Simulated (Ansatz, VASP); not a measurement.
## One calculation of LiF, two programs

```
Li F
1.0
     0.00000    2.11008    2.14461
     2.11008    0.00000    2.14461
     2.11008    2.11008    0.00000
Li F
1 1
Direct
  0.00000 0.00000 0.00000
  0.25000 0.25000 0.25000
```

Change from the starting cell: biaxial_xy strain -1.6%.

Alike in both runs: task single point; functional HSE06; k mesh 8 × 8 × 8; no spin polarisation.

|  | VASP | Ansatz |
| --- | --- | --- |
| version | VASP 6.6.1 | Ansatz 0.2.0 |
| potentials or method | VASP PAW PBE potentials, release 64 (Li_sv, F) | plane waves, PAW |
| plane-wave cutoff (eV) | 520 | 420 |
| occupations | gaussian, width 0.01 eV | fixed |
| valence electrons in the cell | 10 | 10 |

Ansatz gave:

* gap on the k mesh at the Fermi level (eV): 10.30

Problem. Estimate VASP's values.

Solution. gap on the k mesh at the Fermi level (eV): 10.27.

Ansatz's warnings: stress exchange threshold loose, stress scf threshold loose.

Noted on VASP's run: the cutoff is short for stress, so the pressure is rough.
